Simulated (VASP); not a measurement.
# Ca: single point with LDA

The system is Ca.

```
Ca
1.0
     0.00000    2.67145    2.67145
     2.67145    0.00000    2.67145
     2.67145    2.67145    0.00000
Ca
1
Cartesian
  0.0000 0.0000 0.0000
```

```
Program             : VASP 6.6.1
Task                : single point
Functional          : LDA
Potentials or basis : VASP PAW LDA potentials, release 64 (Ca_sv)
Cutoff              : 520 eV
k mesh              : 10 × 10 × 10
Occupations         : gaussian, width 0.2 eV
Spin                : no spin polarisation
```

```json
{
 "Pressure": "0.0 GPa",
 "Band gap on the k mesh": "zero (band 5 reaches 2.26 eV, above the bottom of band 6 at 2.17 eV)"
}
```

Levels at points of the mesh, in eV from the Fermi level:
```tsv
k point	band 3	band 4	band 5	band 6	band 7	band 8
(0.00, 0.00, 0.00)	-22.54	-22.54	-4.21	2.33	2.33	2.33
(0.50, 0.00, 0.00)	-22.57	-22.57	-1.10	-0.02	2.21	2.21
(0.50, 0.50, 0.00)	-22.62	-22.62	-0.61	0.41	1.19	4.30
```

It took 7.2 s on 1 thread of AMD EPYC 9R45 96-Core Processor (Zen 5), on a shared host, peak memory 0.12 GiB.
